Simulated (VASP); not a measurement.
# Rh (Fm-3m) in VASP: a series of runs, part 2 of 2

VASP 6.6.1. Earlier steps stand in the parts before.

## (5) Relaxation of cell and atoms, PBE, target pressure 5 GPa, at which the enthalpy is minimised

Input file INCAR:

```
PREC = Accurate
ENCUT = 600
EDIFF = 1E-7
ISMEAR = -1
SIGMA = 0.15
LREAL = False
LASPH = True
NELM = 80
ALGO = Normal
ISIF = 3
LWAVE = False
LCHARG = False
GGA = PE
IBRION = 2
NSW = 80
EDIFFG = -0.001
PSTRESS = 50.0
```

Input file KPOINTS:

```
Automatic mesh
0
Gamma
  20 20 20
```

Input file POSCAR:

```
Rh
1.0
    0.0000000000      1.9175465998      1.9175465998
    1.9175465998      0.0000000000      1.9175465998
    1.9175465998      1.9175465998      0.0000000000
Rh
1
Direct
    0.0000000000      0.0000000000      0.0000000000
```

Potentials or basis: VASP PAW PBE potentials, release 64 (Rh_pv).

Run with:

```console
> cat potpaw_PBE.64/Rh_pv/POTCAR > POTCAR
> mpirun -np 1 vasp_std > vasp.out
```

OUTCAR:

```text
PREC = Accurate
   ENCUT = 600
   EDIFF = 1E-7
   ISMEAR = -1
   LREAL = False
   LASPH = True
   NELM = 80
   ISIF = 3
   GGA = PE
   IBRION = 2
   NSW = 80
   EDIFFG = -0.001
   PSTRESS = 50.0

 ion  position               nearest neighbor table
   1  0.000  0.000  0.000-

  LATTYP: Found a face centered cubic cell.
 ALAT       =     3.8350931996

  Lattice vectors:

 A1 = (   0.0000000000,   1.9175465998,   1.9175465998)
 A2 = (   1.9175465998,   0.0000000000,   1.9175465998)
 A3 = (   1.9175465998,   1.9175465998,   0.0000000000)

Analysis of symmetry for initial positions (statically):
=====================================================================
 Subroutine PRICEL returns:
[... 361 lines left out ...]
  free energy    TOTEN  =        -7.30656438 eV

  energy without entropy =       -7.20342824  energy(sigma->0) =       -7.25499631

 E-fermi :  11.7782     XC(G=0): -13.9915

 val. band max:       11.7696711609   @ k =  -0.4500   0.4500   0.0000
 cond. band min:      11.7824011940   @ k =   0.3500   0.0500   0.0000
 fundamental gap:      0.0127300331
 Fermi energy:        11.7781660670

 k-point     1 :       0.0000    0.0000    0.0000
  band No.  band energies     occupation
      1     -34.5670      2.00000
      2     -34.5670      2.00000
      3     -34.5670      2.00000
      4       3.8791      2.00000
      5       8.7503      2.00000
      6       8.7503      2.00000
      7       8.7503      2.00000
      8      10.8151      1.99675
      9      10.8151      1.99675
     10      27.7945      0.00000
     11      32.3599      0.00000
[... 309 lines left out ...]
 k-point    24 :      -0.3500    0.0500    0.0000
  band No.  band energies     occupation
      1     -35.1651      2.00000
      2     -34.6695      2.00000
      3     -34.6457      2.00000
      4       5.9388      2.00000
      5       8.8095      2.00000
      6       8.8932      2.00000
      7      10.2124      1.99994
      8      11.6069      1.51612
      9      12.3541      0.04209
     10      23.1205      0.00000
     11      28.1817      0.00000

 [... further k-points ...]
[... 5 lines left out ...]
  --------------------------------------------------------------------------------------
  -------------------------------------------------------------------------------------
  Total        0.4317501      0.4317501      0.4317501      0.0000000      0.0000000      0.0000000
  in kB       50.0092708     50.0092708     50.0092708      0.0000000      0.0000000      0.0000000
  external PRESSURE =       0.0092708 kB  Pullay stress =      50.0000000 kB
[... 20 lines left out ...]
  energy  without entropy=       -7.2034282423  energy(sigma->0) =       -7.25499631

  enthalpy is  TOTEN    =        -6.8748943673 eV   P V=        0.4316700141

 reached required accuracy - stopping structural energy minimisation
```

Run time: 85 s. Hardware: 1 thread of Intel Xeon Platinum 8488C (Sapphire Rapids), shared host; peak memory 0.18 GiB.

What came out:

```yaml
Free_energy: -7.3066 eV
Relaxed_volume: 13.83 Å³/atom
Relaxed_cell: a = 2.694 Å, b = 2.694 Å, c = 2.694 Å, α = 60.00°, β = 60.00°, γ = 60.00°
Space_group_after_relaxing_to_0.1_Å: Fm-3m (No. 225)
Energy_change_on_relaxing_the_run_minimises_the_enthalpy: +4.0 meV/atom
Ionic_steps: 6
Pressure_after_relaxing: 5.0 GPa
Band_gap_on_the_k_mesh: zero (an odd number of electrons rules out a gap without spin polarisation)
```

The path:
```tsv
step	energy change (eV)	largest force (eV/Å)	pressure (GPa)	volume (Å³)
1	0.0000	0.0000	-0.10	14.10
2	0.0507	0.0000	19.52	13.21
3	0.0039	0.0000	4.92	13.84
4	0.0041	0.0000	5.03	13.83
5	0.0039	0.0000	4.95	13.83
6	0.0040	0.0000	5.00	13.83
```

Final structure:
```xyz
1
Lattice="0.0000 1.9053 1.9053 1.9053 0.0000 1.9053 1.9053 1.9053 0.0000" Properties=species:S:1:pos:R:3 pbc="T T T"
Rh    1.9053    0.0000    1.9053
```

Caveat: the cell is relaxed towards a set pressure, so the run minimises the enthalpy, not the energy.

## (6) Single point, PBE

This run uses another cell than the first one, of 14.04 Å³/atom.

Input file INCAR:

```
PREC = Accurate
ENCUT = 520
EDIFF = 1E-7
ISMEAR = 0
SIGMA = 0.1
LREAL = F
LASPH = T
NELM = 60
ALGO = Normal
ISIF = 2
LWAVE = F
LCHARG = F
GGA = PE
NBANDS = 14
```

Input file KPOINTS:

```
Automatic mesh
0
Gamma
  18 18 18
```

Input file POSCAR:

```
Rh
1.0
    0.0000000000      1.9149654121      1.9149654121
    1.9149654121      0.0000000000      1.9149654121
    1.9149654121      1.9149654121      0.0000000000
Rh
1
Direct
    0.0000000000      0.0000000000      0.0000000000
```

Potentials or basis: VASP PAW PBE potentials, release 64 (Rh_pv).

Run with:

```console
> cat potpaw_PBE.64/Rh_pv/POTCAR > POTCAR
> mpirun -np 1 vasp_std > vasp.out
```

It took 45 s on 1 thread of Intel Xeon Platinum 8375C at 2.90GHz (Ice Lake), shared host; peak memory 0.15 GiB.

Results (log left out):

```
Free energy            : -7.2617 eV
Pressure               : 0.0 GPa
Band gap on the k mesh : zero (an odd number of electrons rules out a gap without spin polarisation)
```

Levels at points of the mesh, in eV from the Fermi level:
```tsv
k point	band 4	band 5	band 6	band 7	band 8	band 9	band 10	band 11
(0.00, 0.00, 0.00)	-7.80	-2.98	-2.98	-2.98	-0.97	-0.97	16.01	20.58
(0.50, 0.00, 0.00)	-5.95	-3.06	-3.06	0.54	0.54	0.76	8.42	15.50
(0.50, 0.50, 0.00)	-6.12	-5.76	0.51	0.94	0.94	3.24	12.00	13.20
```

## (7) Overview

| task | cell | k mesh | cutoff (eV) | smearing | gap on the mesh (eV) | pressure (GPa) |
| --- | --- | --- | --- | --- | --- | --- |
| single point | a = 2.712 Å, angles 60.0°, 1 atom | 20 × 20 × 20 | 520 | fermi-dirac 0.15 eV | none | 0.0 |
| single point | a = 2.730 Å, angles 60.0°, 1 atom | 20 × 20 × 20 | 520 | fermi-dirac 0.15 eV | none | -4.7 |
| relaxation of cell and atoms | relaxed from a = 2.708 Å, angles 60.0°, 1 atom | 20 × 20 × 20 | 600 | fermi-dirac 0.15 eV | none | 0.0 |
| relaxation of cell and atoms | relaxed to 5 GPa from a = 2.712 Å, angles 60.0°, 1 atom | 20 × 20 × 20 | 600 | fermi-dirac 0.15 eV | none | 5.0 |
| single point | a = 2.708 Å, angles 60.0°, 1 atom | 18 × 18 × 18 | 520 | gaussian 0.1 eV | none | 0.0 |

Alike in all rows: level PBE; potentials or basis VASP PAW PBE potentials, release 64 (Rh_pv); no spin polarisation.

Caveats: the cell stands under tension (at least some runs); the cell is relaxed towards a set pressure, so the run minimises the enthalpy, not the energy (at least some runs).

Total energies depend on the potentials used, so only differences within one code and one set of settings carry meaning.
